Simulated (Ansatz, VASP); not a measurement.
**One calculation of TaF4, two programs**

```xyz
5
Lattice="-2.4194 2.4194 2.4194 2.4194 -2.4194 2.4194 2.4194 2.4194 -2.4194" Properties=species:S:1:pos:R:3 pbc="T T T"
Ta    0.0000    0.0000    0.0000
F     1.2097    1.2097   -1.2097
F     1.2097   -1.2097    1.2097
F     1.2097    1.2097    1.2097
F    -1.2097    1.2097    1.2097
```

Alike in both runs: task single point; functional PBE; k mesh 6 × 6 × 6; occupations gaussian, width 0.1 eV; no spin polarisation.

|  | VASP | Ansatz |
| --- | --- | --- |
| version | VASP 6.6.1 | Ansatz 0.2.0 |
| potentials or method | VASP PAW PBE potentials, release 64 (Ta_pv, F), cutoff 600 eV | scalar-relativistic, plane waves, PAW |
| valence electrons in the cell | 39 | 41 |

|  | VASP | Ansatz | Ansatz less VASP |
| --- | --- | --- | --- |
| gap on the k mesh at the Fermi level (eV) | none | none | - |
| pressure (GPa) | -0.1 | 0.0 | +0.08 |

A gap of «none» marks a metal or a gap that the smearing closes. The functional is the same, so the differences come from potentials, cutoffs and numerics. VASP's potentials hold 39 valence electrons a cell and Ansatz's 41, so a difference there can come from the potentials and not from the codes.

Spin-orbit coupling is off throughout.
